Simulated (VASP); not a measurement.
Set up this calculation in VASP 6.6.1, as the native input.

| Property | Result |
| --- | --- |
| Task | single point |
| Functional | r2SCAN |
| Potentials or basis | VASP PAW PBE potentials, release 64 (Pb_d) |
| Cutoff | 520 eV |
| k mesh | 11 × 11 × 6 |
| Occupations | methfessel-paxton, width 0.1 eV |
| Spin | no spin polarisation |
| Dipole correction | no |
| Further INCAR settings | ALGO = Normal; EDIFF = 1e-06; NBANDS = 21 |

Pb:

```
CELL_PARAMETERS angstrom
3.48000 0.00000 0.00000
-1.74000 3.01377 0.00000
0.00000 0.00000 5.59000
ATOMIC_POSITIONS crystal
Pb 0.33333 0.66667 0.25000
Pb 0.66667 0.33333 0.75000
```

This isn't the form of Pb at room conditions, which is fcc.

One way to write it, as run:

POSCAR

```
Pb
1.0
    3.4800000000      0.0000000000      0.0000000000
   -1.7400000000      3.0137680000      0.0000000000
    0.0000000000      0.0000000000      5.5900000000
Pb
2
Direct
    0.3333333333      0.6666666667      0.2500000000
    0.6666666667      0.3333333333      0.7500000000
```

INCAR.step1

```
SYSTEM = Pb
  ALGO = Normal
  EDIFF = 1E-4
  ENCUT = 520
  GGA = PE
  ISMEAR = 1
  LASPH = .TRUE.
  LCHARG = .FALSE.
  LREAL = .FALSE.
  LWAVE = .TRUE.
  NBANDS = 21
  NELM = 100
  PREC = Accurate
  SIGMA = 0.1
```

INCAR.step2

```
SYSTEM = Pb
  ALGO = Normal
  EDIFF = 1E-6
  ENCUT = 520
  ISIF = 2
  ISMEAR = 1
  ISTART = 1
  LASPH = .TRUE.
  LCHARG = .FALSE.
  LMIXTAU = .TRUE.
  LREAL = .FALSE.
  LWAVE = .FALSE.
  METAGGA = R2SCAN
  NBANDS = 21
  NELM = 100
  PREC = Accurate
  SIGMA = 0.1
```

KPOINTS

```
k-points
0
G
  11 11 6
  0 0 0
```

Potentials or basis: VASP PAW PBE potentials, release 64 (Pb_d).

Launch:

```bash
$ cat potpaw_PBE.64/Pb_d/POTCAR > POTCAR
$ cp INCAR.step1 INCAR
$ mpirun -np 1 vasp_std > vasp.out
$ cp INCAR.step2 INCAR
$ mpirun -np 1 vasp_std > vasp.out
```

Results of the run:

```json
{
  "Pressure": "2.6 GPa",
  "Band gap on the k mesh": "zero (bands 14 and 15 overlap by 7.71 eV)"
}
```

Caveat: the PAW data sets were made with another functional, which shifts forces and pressure a little; spin-orbit coupling is left out, which moves the levels of the heavy elements.

It took 7.9 min on 1 thread of Intel Xeon 8259CL, with other jobs on the host, peak memory 0.22 GiB.
